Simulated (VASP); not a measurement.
# CdAg2 (Ag (111), 3 layers) in VASP: single point with PBE

Aim: the single point of CdAg2 (Ag (111), 3 layers) with PBE.

Everything below comes from runs of VASP 6.6.1. Logs are shortened: lines on timing, memory, paths and dates and some standing lists are left out, and cuts for length are marked.

### 1 The cell of the first run

The cell holds a slab with vacuum, 3 atoms: a = 2.932 Å, b = 2.932 Å, c = 20.788 Å, α = 90.00°, β = 90.00°, γ = 120.00°.

### 2 Single point, PBE

File INCAR:

```
SYSTEM = CdAg2
  ALGO = Normal
  DIPOL = 0.5 0.5 0.500
  EDIFF = 1E-7
  ENCUT = 520
  GGA = PE
  IDIPOL = 3
  ISIF = 2
  ISMEAR = -1
  LASPH = .TRUE.
  LCHARG = .FALSE.
  LDIPOL = .TRUE.
  LREAL = .FALSE.
  LWAVE = .FALSE.
  NBANDS = 24
  NELM = 60
  PREC = Accurate
  SIGMA = 0.05
```

File KPOINTS:

```
k-points
0
G
  14 14 1
  0 0 0
```

File POSCAR:

```
CdAg2
1.0
    2.9322829450      0.0000000000      0.0000000000
   -1.4661414725      2.5394315215      0.0000000000
    0.0000000000      0.0000000000     20.7884000000
Cd Ag
1 2
Direct
    0.1666666667      0.3333333333      0.3856487930
    0.5000000000      1.0000000000      0.5000000001
    0.8333333333      0.6666666667      0.6143512066
```

Potentials or basis: VASP PAW PBE potentials, release 64 (Cd, Ag).

Started as:

```
$ cat potpaw_PBE.64/Cd/POTCAR potpaw_PBE.64/Ag/POTCAR > POTCAR
$ mpirun -np 1 vasp_std > vasp.out
```

OUTCAR:

```text
SYSTEM = CdAg2
   EDIFF = 1E-7
   ENCUT = 520
   GGA = PE
   ISIF = 2
   ISMEAR = -1
   LASPH = .TRUE.
   LREAL = .FALSE.
   NELM = 60
   PREC = Accurate

 ion  position               nearest neighbor table
   1  0.167  0.333  0.386-   2 2.92   2 2.92   2 2.92
   2  0.500  0.000  0.500-   3 2.92   3 2.92   3 2.92   1 2.92   1 2.92   1 2.92
   3  0.833  0.667  0.614-   2 2.92   2 2.92   2 2.92

  LATTYP: Found a hexagonal cell.
 ALAT       =     2.9322829450
 C/A-ratio  =     7.0894932003

  Lattice vectors:

 A1 = (   2.9322829450,   0.0000000000,   0.0000000000)
 A2 = (  -1.4661414725,   2.5394315215,   0.0000000000)
 A3 = (   0.0000000000,   0.0000000000,  20.7884000000)

Analysis of symmetry for initial positions (statically):
=====================================================================
 Subroutine PRICEL returns:
 Original cell was already a primitive cell.

 Routine SETGRP: Setting up the symmetry group for a
 hexagonal supercell.

 Subroutine GETGRP returns: Found  6 space group operations
 (whereof  2 operations were pure point group operations)
 out of a pool of 24 trial point group operations.

The static configuration has the point symmetry C_1h.
 The point group associated with its full space group is C_3v.

Analysis of symmetry for dynamics (positions and initial velocities):
=====================================================================
 Subroutine PRICEL returns:
 Original cell was already a primitive cell.

 Routine SETGRP: Setting up the symmetry group for a
 hexagonal supercell.

 Subroutine GETGRP returns: Found  6 space group operations
 (whereof  2 operations were pure point group operations)
 out of a pool of 24 trial point group operations.

The dynamic configuration has the point symmetry C_1h.
 The point group associated with its full space group is C_3v.

 Subroutine INISYM returns: Found  6 space group operations
 (whereof  2 operations are pure point group operations),
 and found     1 'primitive' translations

----------------------------------------------------------------------------------------

                                     Primitive cell

  volume of cell :     154.7973

  direct lattice vectors                    reciprocal lattice vectors
     2.932282945  0.000000000  0.000000000     0.341031210  0.196894461  0.000000000
    -1.466141472  2.539431522  0.000000000     0.000000000  0.393788921  0.000000000
[... 89 lines left out ...]
   NSW    =      0    number of steps for IOM
   IBRION =     -1    ionic relax: 0-MD 1-quasi-New 2-CG
   NFREE  =      0    steps in history (QN), initial steepest desc. (CG)
   ISIF   =      2    stress and relaxation
   ISYM   =      2    0-nonsym 1-usesym 2-fastsym
   POTIM  = 0.5000    time-step for ionic-motion
   TEBEG  =    0.0;   TEEND  =   0.0 temperature during run
   PSTRESS=    0.0 pullay stress
   NELECT =      34.0000    total number of electrons
   NUPDOWN=      -1.0000    fix difference up-down
   EMIN   =  10.00;   EMAX   =-10.00  energy-range for DOS
   EFERMI =   0.00;   METHOD = LEGACY
   ISMEAR =    -1;   SIGMA  =   0.05  broadening in eV -4-tet -1-fermi 0-gaus
   EFERMI_NEDOS =   21; number of points for ismear=-14 and -15
   IALGO  =     38    algorithm
   IMIX   =      4    mixing-type and parameters
     AMIX     =   0.40;   BMIX     =  1.00
     AMIX_MAG =   1.60;   BMIX_MAG =  1.00
  volume/ion in A,a.u.               =      51.60       348.21
  Fermi-wavevector in a.u.,A,eV,Ry     =   0.987749  1.866575 13.274502  0.975648
  Thomas-Fermi vector in A             =   2.119226
   LORBIT       =      0    0 simple, 1 ext, 2 COOP (PROOUT), +10 PAW based schemes
   GGA     = PE    functional components
   LHFCALC =     F    Hartree Fock is set to
   AEXX    =    0.0000 exact exchange contribution
   IVDW    =     0    specifies the selected vdW correction
   LEPSILON=     F    determine dielectric tensor
   LRPA    =     F    only Hartree local field effects (RPA)
 non-spin polarized calculation
  energy-cutoff  :      520.00
  volume of cell :      154.80
 maximum number of plane-waves:      4241
 NGX is ok and might be reduce to    24
   NGX = 11   NGY = 11   NGZ = 77

 dipolmoment           0.000000      0.000000     -0.012205 electrons x Angstroem

 number of electron      34.0000009 magnetization

 dipolmoment           0.000000      0.000000      0.010783 electrons x Angstroem

 Free energy of the ion-electron system (eV)
  ---------------------------------------------------
  ext. energy  EPLUGINS =         0.00000000
  ---------------------------------------------------
  free energy    TOTEN  =        -5.64445826 eV

  energy without entropy =       -5.63269373  energy(sigma->0) =       -5.63857600

 E-fermi :  -0.3725     XC(G=0):  -4.9680

 val. band max:       -0.3851851224   @ k =   0.0714   0.0000   0.0000
 cond. band min:      -0.3169049421   @ k =   0.4286   0.0714   0.0000
 fundamental gap:      0.0682801803
 Fermi energy:        -0.3724647593

 k-point     1 :       0.0000    0.0000    0.0000
  band No.  band energies     occupation
      1     -10.1085      2.00000
      2      -9.5020      2.00000
      3      -9.5020      2.00000
      4      -8.8249      2.00000
      5      -8.8249      2.00000
      6      -8.3295      2.00000
[... 637 lines left out ...]
     23       5.6512      0.00000
     24       7.0945      0.00000

------------------------ aborting loop because EDIFF is reached ----------------------------------------

 vacuum level on the upper side and lower side of the slab       (xc-potential included)         0.061        -0.208

  FORCE on cell =-STRESS in cart. coord.  units (eV):
  Direction    XX          YY          ZZ          XY          YZ          ZX
  --------------------------------------------------------------------------------------
  -------------------------------------------------------------------------------------
  Total        0.6130856      0.6130856      1.1961784     -0.0000000      0.0000000     -0.0000000
  in kB        6.3455352      6.3455352     12.3806397     -0.0000000      0.0000000     -0.0000000
  external PRESSURE =       8.3572367 kB  Pullay stress =       0.0000000 kB

 VOLUME and BASIS-vectors are now :
 -----------------------------------------------------------------------------
  energy-cutoff  :      520.00
  volume of cell :      154.80
      direct lattice vectors                 reciprocal lattice vectors
     2.932282945  0.000000000  0.000000000     0.341031210  0.196894461  0.000000000
    -1.466141472  2.539431522  0.000000000     0.000000000  0.393788921  0.000000000
     0.000000000  0.000000000 20.788400000     0.000000000  0.000000000  0.048103750

 POSITION                                       TOTAL-FORCE (eV/Angst)
 -----------------------------------------------------------------------------------
      0.00000      0.84648      8.01702        -0.000000     -0.000000     -0.448715
      1.46614      0.00000     10.39420         0.000000     -0.000000      0.386259
      1.46614      1.69295     12.77138        -0.000000      0.000000      0.062456
 -----------------------------------------------------------------------------------
    total drift:                                0.000000     -0.000000      0.000432

  FREE ENERGIE OF THE ION-ELECTRON SYSTEM (eV)
  ---------------------------------------------------
  free  energy   TOTEN  =        -5.6444582641 eV

  energy  without entropy=       -5.6326937344  energy(sigma->0) =       -5.63857600

 vacuum level on the upper side and lower side of the slab         3.938         3.661
```

OSZICAR:

```text
N       E                     dE             d eps       ncg     rms          rms(c)
DAV:   1     0.214128816962E+03    0.21413E+03   -0.15519E+04  1152   0.120E+03
DAV:   2    -0.557220469004E+00   -0.21469E+03   -0.20541E+03  1256   0.287E+02
DAV:   3    -0.610608682686E+01   -0.55489E+01   -0.55193E+01  1392   0.535E+01
[... 17 lines left out ...]
DAV:  21    -0.564445727155E+01   -0.54327E-06   -0.17847E-08   904   0.633E-04    0.170E-04
DAV:  22    -0.564445791003E+01   -0.63848E-06   -0.24643E-08   888   0.417E-04    0.667E-05
DAV:  23    -0.564445809979E+01   -0.18976E-06   -0.27744E-09   912   0.166E-04    0.805E-05
DAV:  24    -0.564445824029E+01   -0.14050E-06   -0.28943E-09   880   0.244E-04    0.301E-05
DAV:  25    -0.564445826411E+01   -0.23823E-07   -0.29515E-10   872   0.821E-05
   1 F= -.56444583E+01 E0= -.56385760E+01  d E =-.117645E-01
```

stdout:

```text
POSCAR found type information on POSCAR CdAg
 POSCAR found :  2 types and       3 ions
 scaLAPACK will be used
 LDA part: xc-table for (Slater+PW92), standard interpolation
 POSCAR, INCAR and KPOINTS ok, starting setup
 FFT: planning ... GRIDC
 FFT: planning ... GRID_SOFT
 FFT: planning ... GRID
 WAVECAR not read
 entering main loop
```

It took 59 s on 1 thread of Intel Xeon 6975P-C (Granite Rapids), shared host; peak memory 0.32 GiB.

What came out:

| Quantity | Value |
| --- | --- |
| Free energy | -5.6445 eV |
| Largest force | 0.449 eV/Å |
| Band gap on the k mesh | zero (band 17 reaches 1.28 eV, above the bottom of band 18 at -2.74 eV) |

Forces on the atoms (eV/Å):
```
Cd   0.000  0.000 -0.449
Ag   0.000  0.000  0.386
Ag   0.000  0.000  0.062
```
